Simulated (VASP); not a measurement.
# CoSi2 (Fm-3m) in VASP: further runs, part 2 of 2

VASP 6.6.1.

## (3) Single point, r2SCAN, collinear spin, antiferromagnetic start

This run uses another cell than the first one: it holds 6 atoms, not 3.

File POSCAR:

```
CoSi2
1.0
   -2.6573711548     -2.6573711548      5.3147423096
   -5.3147423096     -2.6573711548      2.6573711548
   -2.6573711548     -5.3147423096      2.6573711548
Co Si
2 4
Direct
    0.0000000000      0.0000000000      0.0000000000
    0.5000000000      0.5000000000      0.5000000000
    0.6250000000     -0.3750000000     -0.3750000000
    1.8750000000     -1.1250000000     -1.1250000000
    1.1250000000      0.1250000000      0.1250000000
    2.3750000000     -0.6250000000     -0.6250000000
```

File INCAR.step1:

```
  PREC = Accurate
  ENCUT = 520
  ISMEAR = 0
  SIGMA = 0.05
  LREAL = F
  LASPH = T
  NELM = 150
  ISPIN = 2
  MAGMOM = 1.5 -1.5 0 0 0 0
  LMAXMIX = 4
  NBANDS = 30
  GGA = PE
  ALGO = Normal
  EDIFF = 1E-4
  LWAVE = T
  LCHARG = F
```

File INCAR.step2:

```
  PREC = Accurate
  ENCUT = 520
  EDIFF = 1E-6
  ISMEAR = 0
  SIGMA = 0.05
  LREAL = F
  LASPH = T
  NELM = 150
  ALGO = Normal
  ISIF = 2
  LWAVE = F
  LCHARG = F
  ISPIN = 2
  MAGMOM = 1.5 -1.5 0 0 0 0
  LORBIT = 11
  LMAXMIX = 4
  METAGGA = R2SCAN
  LMIXTAU = T
  NBANDS = 30
  ISTART = 1
```

File KPOINTS:

```
regular mesh
0
Gamma
  10 10 10
```

Potentials or basis: VASP PAW PBE potentials, release 64 (Co, Si).

Command:

```bash
$ cat potpaw_PBE.64/Co/POTCAR potpaw_PBE.64/Si/POTCAR > POTCAR
$ cp INCAR.step1 INCAR
$ mpirun -np 1 vasp_std > vasp.out
$ cp INCAR.step2 INCAR
$ mpirun -np 1 vasp_std > vasp.out
```

OUTCAR:

```text
PREC = Accurate
   ENCUT = 520
   EDIFF = 1E-6
   ISMEAR = 0
   LREAL = F
   LASPH = T
   NELM = 150
   ISIF = 2
   ISPIN = 2
   LORBIT = 11
   METAGGA = R2SCAN
   ISTART = 1

 ion  position               nearest neighbor table
   1  0.000  0.000  0.000-   3 2.30   3 2.30   3 2.30   4 2.30   5 2.30   6 2.30   6 2.30   6 2.30

   2  0.500  0.500  0.500-   5 2.30   5 2.30   5 2.30   3 2.30   6 2.30   4 2.30   4 2.30   4 2.30

   3  0.625  0.625  0.625-   2 2.30   1 2.30   1 2.30   1 2.30   6 2.66   4 2.66   6 2.66   4 2.66
                             6 2.66   4 2.66
   4  0.875  0.875  0.875-   2 2.30   2 2.30   2 2.30   1 2.30   3 2.66   3 2.66   3 2.66   5 2.66
                             5 2.66   5 2.66
   5  0.125  0.125  0.125-   1 2.30   2 2.30   2 2.30   2 2.30   4 2.66   6 2.66   4 2.66   6 2.66
                             4 2.66   6 2.66
   6  0.375  0.375  0.375-   1 2.30   1 2.30   1 2.30   2 2.30   5 2.66   5 2.66   5 2.66   3 2.66
                             3 2.66   3 2.66

  LATTYP: Found a trigonal (rhomboedric) cell.
[... 1789 lines left out ...]
  -------------------------------------------------------------------------------------
  Total       -0.0536536     -0.0536536     -0.0536536      0.0062258     -0.0062258     -0.0062258
  in kB       -1.1452303     -1.1452303     -1.1452303      0.1328887     -0.1328887     -0.1328887
  external PRESSURE =      -1.1452303 kB  Pullay stress =       0.0000000 kB

 VOLUME and BASIS-vectors are now :
 -----------------------------------------------------------------------------
  energy-cutoff  :      520.00
  volume of cell :       75.06
      direct lattice vectors                 reciprocal lattice vectors
    -2.657371155 -2.657371155  5.314742310     0.094077938  0.094077938  0.282233815
    -5.314742310 -2.657371155  2.657371155    -0.282233815  0.094077938 -0.094077938
    -2.657371155 -5.314742310  2.657371155     0.094077938 -0.282233815 -0.094077938

 POSITION                                       TOTAL-FORCE (eV/Angst)
 -----------------------------------------------------------------------------------
      0.00000      0.00000      0.00000        -0.000000     -0.000000     -0.000000
     -5.31474     -5.31474      5.31474        -0.000000     -0.000000     -0.000000
     -6.64343     -6.64343      6.64343        -0.004368     -0.004368      0.004368
     -9.30080     -9.30080      9.30080         0.004368      0.004368     -0.004368
     -1.32869     -1.32869      1.32869        -0.004368     -0.004368      0.004368
     -3.98606     -3.98606      3.98606         0.004368      0.004368     -0.004368
 -----------------------------------------------------------------------------------
    total drift:                                0.000000      0.000000     -0.000000

  FREE ENERGIE OF THE ION-ELECTRON SYSTEM (eV)
  ---------------------------------------------------
  free  energy   TOTEN  =       -64.0185811423 eV

  energy  without entropy=      -64.0157169629  energy(sigma->0) =      -64.01714905

 total charge

# of ion       s       p       d       tot
------------------------------------------
    1        0.574   0.789   7.620   8.982
    2        0.574   0.789   7.620   8.982
    3        0.707   0.903   0.000   1.610
    4        0.707   0.903   0.000   1.610
    5        0.707   0.903   0.000   1.610
    6        0.707   0.903   0.000   1.610
--------------------------------------------------
tot          3.975   5.191  15.240  24.406

 magnetization (x)

# of ion       s       p       d       tot
------------------------------------------
    1        0.000  -0.000   0.000   0.000
    2       -0.000   0.000  -0.000  -0.000
    3        0.000   0.000   0.000   0.000
    4       -0.000  -0.000   0.000  -0.000
    5       -0.000  -0.000   0.000  -0.000
    6        0.000   0.000   0.000   0.000
--------------------------------------------------
tot          0.000   0.000   0.000   0.000
```

OUTCAR.step1:

```text
PREC = Accurate
   ENCUT = 520
   ISMEAR = 0
   LREAL = F
[... 1828 lines left out ...]
     -6.64343     -6.64343      6.64343        -0.002305     -0.002305      0.002305
     -9.30080     -9.30080      9.30080         0.002305      0.002305     -0.002305
     -1.32869     -1.32869      1.32869        -0.002305     -0.002305      0.002305
     -3.98606     -3.98606      3.98606         0.002305      0.002305     -0.002305
 -----------------------------------------------------------------------------------
    total drift:                                0.000000      0.000000     -0.000000

  FREE ENERGIE OF THE ION-ELECTRON SYSTEM (eV)
  ---------------------------------------------------
  free  energy   TOTEN  =       -38.5637442958 eV

  energy  without entropy=      -38.5610065496  energy(sigma->0) =      -38.56237542
```

Run time: 2.3 h. Hardware: 1 thread of Oxide Virtual Turin-like, shared host; peak memory 0.66 GiB.

Results:

```
Free energy                                           : -64.0186 eV
Pressure                                              : -0.1 GPa
Band gap on the k mesh                                : zero (filled and empty bands overlap)
Net moment                                            : 0.00 μB per cell
Valence electrons inside the program's atomic spheres : Co 8.98; Si 1.61
```

Caveat: the moments typed at the start vanished in this run; the PAW data sets were made with another functional, which shifts forces and pressure a little.
